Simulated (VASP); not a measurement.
# Pb in VASP: a series of runs

The runs below take Pb through single point, with PBEsol.

Program: VASP 6.6.1. These are calculated values, not measurements. Logs are shortened: lines on timing, memory, paths and dates and some standing lists are left out, and cuts for length are marked.

### Step 1. The cell of the first run

The typed cell holds 2 atoms: a = 3.480 Å, b = 3.495 Å, c = 5.590 Å, α = 90.21°, β = 90.57°, γ = 120.43°.

### Step 2. Single point, PBEsol (equal xy, yz and zx shear strains of -1 %)

INCAR

```
ALGO = Normal
EDIFF = 1E-7
ENCUT = 520
GGA = PS
ISIF = 2
ISMEAR = -1
LASPH = T
LCHARG = F
LREAL = F
LWAVE = F
NBANDS = 21
NELM = 80
PREC = Accurate
SIGMA = 0.08
```

KPOINTS

```
k-points
0
Gamma
  14 14 8
```

POSCAR

```
Pb
1.0
    3.4800006906     -0.0174000034     -0.0174000034
   -1.7550691903      3.0224690049     -0.0063688433
   -0.0279500000     -0.0279500000      5.5900000000
Pb
2
Direct
    0.3333333333      0.6666666667      0.2500000000
    0.6666666667      0.3333333333      0.7500000000
```

Potentials or basis: VASP PAW PBE potentials, release 64 (Pb_d).

Command:

```
cat potpaw_PBE.64/Pb_d/POTCAR > POTCAR
mpirun -np 1 vasp_std > vasp.out
```

OUTCAR:

```text
EDIFF = 1E-7
   ENCUT = 520
   GGA = PS
   ISIF = 2
   ISMEAR = -1
   LASPH = T
   LREAL = F
   NELM = 80
   PREC = Accurate

 ion  position               nearest neighbor table
   1  0.333  0.667  0.250-   2 3.41   2 3.43   2 3.44   2 3.45   2 3.46   2 3.46
   2  0.667  0.333  0.750-   1 3.41   1 3.43   1 3.44   1 3.45   1 3.46   1 3.46

  LATTYP: Found a triclinic cell.
 ALAT       =     3.4650242918
 B/A-ratio  =     1.0043472705
 C/A-ratio  =     1.6133046344
 COS(alpha) =     0.0099745013
 COS(beta)  =     0.0136846555
 COS(gamma) =     0.4934979113

  Lattice vectors:

 A1 = (   1.7249315003,   3.0050690015,  -0.0237688467)
 A2 = (   3.4800006906,  -0.0174000034,  -0.0174000034)
 A3 = (   0.0279500000,   0.0279500000,  -5.5900000000)

Analysis of symmetry for initial positions (statically):
=====================================================================
 Subroutine PRICEL returns:
 Original cell was already a primitive cell.

 Routine SETGRP: Setting up the symmetry group for a
 triclinic supercell.

 Subroutine GETGRP returns: Found  2 space group operations
 (whereof  2 operations were pure point group operations)
 out of a pool of  2 trial point group operations.

The static configuration has the point symmetry S_2 .

Analysis of symmetry for dynamics (positions and initial velocities):
=====================================================================
 Subroutine PRICEL returns:
 Original cell was already a primitive cell.

 Routine SETGRP: Setting up the symmetry group for a
 triclinic supercell.

 Subroutine GETGRP returns: Found  2 space group operations
 (whereof  2 operations were pure point group operations)
 out of a pool of  2 trial point group operations.

The dynamic configuration has the point symmetry S_2 .

 Subroutine INISYM returns: Found  2 space group operations
 (whereof  2 operations are pure point group operations),
 and found     1 'primitive' translations

----------------------------------------------------------------------------------------

                                     Primitive cell

  volume of cell :      58.6231

  direct lattice vectors                    reciprocal lattice vectors
     3.480000691 -0.017400003 -0.017400003     0.288204442  0.167357628  0.002277810
    -1.755069190  3.022469005 -0.006368843     0.001667473  0.331827108  0.001667473
    -0.027950000 -0.027950000  5.590000000     0.000898994  0.000898994  0.178899867

  length of vectors
     3.480087690  3.495086166  5.590139748     0.333280009  0.331835488  0.178904384

  position of ions in fractional coordinates (direct lattice)
     0.333333333  0.666666667  0.250000000
     0.666666667  0.333333333  0.750000000

  ion indices of the primitive-cell ions
   primitive index   ion index
                 1           1
                 2           2

----------------------------------------------------------------------------------------

 KPOINTS: k-points

Automatic generation of k-mesh.
 Grid dimensions read from file:
 generate k-points for:   14   14    8

 Generating k-lattice:

  Cartesian coordinates                     Fractional coordinates (reciprocal lattice)
     0.020586032  0.011954116  0.000162701     0.071428571 -0.000000000  0.000000000
     0.000119105  0.023701936  0.000119105    -0.000000000  0.071428571  0.000000000
     0.000112374  0.000112374  0.022362483     0.000000000 -0.000000000  0.125000000

  Length of vectors
     0.023805715  0.023702535  0.022363048

  Shift w.r.t. Gamma in fractional coordinates (k-lattice)
     0.000000000  0.000000000  0.000000000

 Subroutine IBZKPT returns following result:
 ===========================================

 Found    788 irreducible k-points:

 Following reciprocal coordinates:
            Coordinates               Weight
  0.000000  0.000000  0.000000      1.000000
  0.071429 -0.000000 -0.000000      2.000000
  0.142857 -0.000000  0.000000      2.000000
  0.214286 -0.000000  0.000000      2.000000
  0.285714 -0.000000  0.000000      2.000000
  0.357143 -0.000000  0.000000      2.000000
[... 16 lines left out ...]
 -0.000000  0.142857  0.000000      2.000000
  0.071429  0.142857 -0.000000      2.000000
 [... further k-points ...]
   k-points           NKPTS =    788   k-points in BZ     NKDIM =    788   number of bands    NBANDS=     21
   number of dos      NEDOS =    301   number of ions     NIONS =      2
   total plane-waves  NPLWV =  32928
   dimension x,y,z NGX =    28 NGY =   28 NGZ =   42
   dimension x,y,z NGXF=    56 NGYF=   56 NGZF=   84
   ions per type =               2
   NGX,Y,Z   is equivalent  to a cutoff of  13.38, 13.32, 12.49 a.u.
   NGXF,Y,Z  is equivalent  to a cutoff of  26.75, 26.64, 24.98 a.u.
 SYSTEM =  unknown system
   PREC   = accura    normal or accurate (medium, high low for compatibility)
   ISTART =      0    job   : 0-new  1-cont  2-samecut
   ICHARG =      2    charge: 1-file 2-atom 10-const
   ISPIN  =      1    spin polarized calculation?
   LNONCOLLINEAR =      F non collinear calculations
   LSORBIT =      F    spin-orbit coupling
   LASPH  =      T    aspherical Exc in radial PAW
   ENCUT  =  520.0 eV  38.22 Ry    6.18 a.u.   6.47  6.50 10.39*2*pi/ulx,y,z
   NELM   =     80;   NELMIN=  2; NELMDL= -5     # of ELM steps
   EDIFF  = 0.1E-06   stopping-criterion for ELM
   LREAL  =      F    real-space projection
   EDIFFG = 0.1E-05   stopping-criterion for IOM
   NSW    =      0    number of steps for IOM
   IBRION =     -1    ionic relax: 0-MD 1-quasi-New 2-CG
   NFREE  =      0    steps in history (QN), initial steepest desc. (CG)
   ISIF   =      2    stress and relaxation
   ISYM   =      2    0-nonsym 1-usesym 2-fastsym
   POTIM  = 0.5000    time-step for ionic-motion
   TEBEG  =    0.0;   TEEND  =   0.0 temperature during run
   PSTRESS=    0.0 pullay stress
   NELECT =      28.0000    total number of electrons
   NUPDOWN=      -1.0000    fix difference up-down
   EMIN   =  10.00;   EMAX   =-10.00  energy-range for DOS
   EFERMI =   0.00;   METHOD = LEGACY
   ISMEAR =    -1;   SIGMA  =   0.08  broadening in eV -4-tet -1-fermi 0-gaus
   EFERMI_NEDOS =   21; number of points for ismear=-14 and -15
   IALGO  =     38    algorithm
   IMIX   =      4    mixing-type and parameters
     AMIX     =   0.40;   BMIX     =  1.00
     AMIX_MAG =   1.60;   BMIX_MAG =  1.00
  volume/ion in A,a.u.               =      29.31       197.80
  Fermi-wavevector in a.u.,A,eV,Ry     =   1.279690  2.418263 22.280981  1.637606
  Thomas-Fermi vector in A             =   2.412161
   LORBIT       =      0    0 simple, 1 ext, 2 COOP (PROOUT), +10 PAW based schemes
   GGA     = PS    functional components
   LHFCALC =     F    Hartree Fock is set to
   AEXX    =    0.0000 exact exchange contribution
   IVDW    =     0    specifies the selected vdW correction
   LEPSILON=     F    determine dielectric tensor
   LRPA    =     F    only Hartree local field effects (RPA)
 non-spin polarized calculation
  energy-cutoff  :      520.00
  volume of cell :       58.62
 maximum number of plane-waves:      1598
 NGX is ok and might be reduce to    28
   NGX = 13   NGY = 13   NGZ = 21

 number of electron      28.0000005 magnetization

 Free energy of the ion-electron system (eV)
  ---------------------------------------------------
  ext. energy  EPLUGINS =         0.00000000
  ---------------------------------------------------
  free energy    TOTEN  =        -7.97598405 eV

  energy without entropy =       -7.95144671  energy(sigma->0) =       -7.96371538

 E-fermi :   7.4416     XC(G=0): -10.5067

 val. band max:        7.4411925840   @ k =   0.0714   0.4286   0.1250
 cond. band min:       7.4420825267   @ k =   0.3571  -0.0714   0.2500
 fundamental gap:      0.0008899427
 Fermi energy:         7.4415983685

 k-point     1 :       0.0000    0.0000    0.0000
  band No.  band energies     occupation
      1      -9.5720      2.00000
      2      -9.5227      2.00000
      3      -9.5169      2.00000
      4      -9.5006      2.00000
      5      -9.4908      2.00000
      6      -9.4763      2.00000
[... 13 lines left out ...]
     20      16.5086      0.00000
     21      18.9774      0.00000

 k-point     2 :       0.0714   -0.0000   -0.0000
  band No.  band energies     occupation
      1      -9.5663      2.00000
      2      -9.5302      2.00000
      3      -9.5031      2.00000
      4      -9.4893      2.00000
      5      -9.4795      2.00000
      6      -9.4728      2.00000
[... 13 lines left out ...]
     20      16.9115      0.00000
     21      18.5769      0.00000

 k-point     3 :       0.1429   -0.0000    0.0000
  band No.  band energies     occupation
      1      -9.5731      2.00000
      2      -9.5260      2.00000
      3      -9.4780      2.00000
      4      -9.4660      2.00000
      5      -9.4650      2.00000
      6      -9.4614      2.00000
[... 13 lines left out ...]
     20      17.8715      0.00000
     21      17.9257      0.00000

 k-point     4 :       0.2143   -0.0000    0.0000
  band No.  band energies     occupation
      1      -9.6029      2.00000
      2      -9.5101      2.00000
      3      -9.4939      2.00000
      4      -9.4817      2.00000
      5      -9.4675      2.00000
      6      -9.4109      2.00000
[... 13 lines left out ...]
     20      17.1637      0.00000
     21      18.2285      0.00000

 k-point     5 :       0.2857   -0.0000    0.0000
  band No.  band energies     occupation
      1      -9.6364      2.00000
      2      -9.5291      2.00000
      3      -9.5143      2.00000
      4      -9.5019      2.00000
      5      -9.4389      2.00000
      6      -9.3504      2.00000
[... 13 lines left out ...]
     20      16.5388      0.00000
     21      18.0482      0.00000
[... 382 lines left out ...]
     20      17.1710      0.00000
     21      18.1653      0.00000

 k-point    22 :      -0.0714    0.0714    0.0000
  band No.  band energies     occupation
      1      -9.5698      2.00000
      2      -9.5343      2.00000
      3      -9.4997      2.00000
      4      -9.4885      2.00000
      5      -9.4856      2.00000
      6      -9.4647      2.00000
[... 13 lines left out ...]
     20      16.9915      0.00000
     21      18.5238      0.00000

 k-point    23 :      -0.0000    0.1429    0.0000
  band No.  band energies     occupation
      1      -9.5783      2.00000
      2      -9.5263      2.00000
      3      -9.4854      2.00000
      4      -9.4661      2.00000
      5      -9.4613      2.00000
      6      -9.4588      2.00000
[... 13 lines left out ...]
     20      17.8362      0.00000
     21      17.9676      0.00000

 k-point    24 :       0.0714    0.1429   -0.0000
  band No.  band energies     occupation
      1      -9.5800      2.00000
      2      -9.5321      2.00000
      3      -9.4826      2.00000
      4      -9.4773      2.00000
      5      -9.4680      2.00000
      6      -9.4357      2.00000
[... 13 lines left out ...]
     20      17.1966      0.00000
     21      17.6271      0.00000

 [... further k-points ...]

------------------------ aborting loop because EDIFF is reached ----------------------------------------

  FORCE on cell =-STRESS in cart. coord.  units (eV):
  Direction    XX          YY          ZZ          XY          YZ          ZX
  --------------------------------------------------------------------------------------
  -------------------------------------------------------------------------------------
  Total        0.1123219      0.1142236      0.7828564      0.0348470      0.0452272      0.0449478
  in kB        3.0697744      3.1217478     21.3955890      0.9523743      1.2360679      1.2284302
  external PRESSURE =       9.1957037 kB  Pullay stress =       0.0000000 kB

 VOLUME and BASIS-vectors are now :
 -----------------------------------------------------------------------------
  energy-cutoff  :      520.00
  volume of cell :       58.62
      direct lattice vectors                 reciprocal lattice vectors
     3.480000691 -0.017400003 -0.017400003     0.288204442  0.167357628  0.002277810
    -1.755069190  3.022469005 -0.006368843     0.001667473  0.331827108  0.001667473
    -0.027950000 -0.027950000  5.590000000     0.000898994  0.000898994  0.178899867

 POSITION                                       TOTAL-FORCE (eV/Angst)
 -----------------------------------------------------------------------------------
     -0.01703      2.00219      1.38745         0.002941     -0.000188      0.001080
      1.71401      0.97493      4.17878        -0.002941      0.000188     -0.001080
 -----------------------------------------------------------------------------------
    total drift:                                0.000000     -0.000000     -0.000000

  FREE ENERGIE OF THE ION-ELECTRON SYSTEM (eV)
  ---------------------------------------------------
  free  energy   TOTEN  =        -7.9759840462 eV

  energy  without entropy=       -7.9514467065  energy(sigma->0) =       -7.96371538
```

Run time: 6.1 min. Hardware: 1 thread of AMD EPYC 9R45 (Zen 5), shared host; peak memory 0.75 GiB.

Results:

- Free energy: -7.9760 eV
- Pressure: 0.9 GPa
- Largest force: 0.003 eV/Å
- Band gap on the k mesh: zero (bands 14 and 15 overlap by 7.39 eV)

Forces in eV/Å, atoms in the order of the input:
```
Pb   0.003  0.000  0.001
Pb  -0.003  0.000 -0.001
```

Levels at points of the mesh, in eV from the Fermi level:
```
           k point  band 11  band 12  band 13  band 14  band 15  band 16  band 17  band 18
(0.00, 0.00, 0.00)   -11.96    -7.98    -4.30     5.53     5.66     7.43     7.57     8.18
(0.50, 0.00, 0.00)    -8.35    -7.12    -2.88    -1.40    -0.45     1.82     1.88     5.70
(0.00, 0.50, 0.00)    -8.40    -7.14    -2.89    -1.41    -0.51     1.80     1.99     5.80
(0.50, 0.50, 0.00)    -8.45    -7.17    -2.90    -1.41    -0.56     1.78     2.09     5.91
(0.00, 0.00, 0.50)   -10.68   -10.68     1.04     1.04     6.38     6.46     6.56     6.63
(0.50, 0.00, 0.50)    -7.56    -7.43    -3.82    -3.77     3.35     3.35     3.66     3.90
(0.00, 0.50, 0.50)    -7.59    -7.49    -3.83    -3.79     3.45     3.45     3.70     3.88
(0.50, 0.50, 0.50)    -7.60    -7.57    -3.83    -3.82     3.55     3.56     3.76     3.82
```

Caveat: the cell differs from its parent crystal (equal xy, yz and zx shear strains of -1 %); the PAW data sets were made with another functional, which shifts forces and pressure a little; spin-orbit coupling is left out, which moves the levels of the heavy elements.

### Step 3. Single point, PBEsol

INCAR

```
  PREC = Accurate
  ENCUT = 520
  EDIFF = 1E-6
  ISMEAR = -1
  SIGMA = 0.08
  LREAL = F
  LASPH = T
  NELM = 80
  ALGO = Normal
  ISIF = 2
  LWAVE = F
  LCHARG = F
  GGA = PS
  NBANDS = 21
```

KPOINTS

```
Automatic mesh
0
Gamma
  14 14 8
```

POSCAR

```
Pb
1.0
    3.4800006906      0.0000000000      0.0000000000
   -1.7400003453      3.0137690032      0.0000000000
    0.0000000000      0.0000000000      5.5900000000
Pb
2
Direct
    0.3333333333      0.6666666667      0.2500000000
    0.6666666667      0.3333333333      0.7500000000
```

Potentials or basis: VASP PAW PBE potentials, release 64 (Pb_d).

Command:

```
cat potpaw_PBE.64/Pb_d/POTCAR > POTCAR
mpirun -np 1 vasp_std > vasp.out
```

Wall time 47 s (1 thread of Intel Xeon 6975P-C (Granite Rapids), shared host); peak memory 0.25 GiB.

It converged, with:

| Property | Result |
| --- | --- |
| Free energy | -7.9766 eV |
| Pressure | 0.9 GPa |
| Band gap on the k mesh | zero (bands 14 and 15 overlap by 7.43 eV) |

Stress tensor (GPa, compression positive):
```
0.30 0.00 0.00
0.00 0.30 0.00
0.00 0.00 2.14
```

Levels at points of the mesh, in eV from the Fermi level:
```tsv
k point	band 12	band 13	band 14	band 15	band 16	band 17
(0.00, 0.00, 0.00)	-7.98	-4.30	5.60	5.60	7.51	7.51
(0.50, 0.00, 0.00)	-7.14	-2.89	-1.40	-0.51	1.80	1.98
(0.00, 0.00, 0.50)	-10.68	1.04	1.04	6.51	6.51	6.51
(0.50, 0.00, 0.50)	-7.54	-3.81	-3.81	3.45	3.45	3.79
```

Caveat: the PAW data sets were made with another functional, which shifts forces and pressure a little; spin-orbit coupling is left out, which moves the levels of the heavy elements.
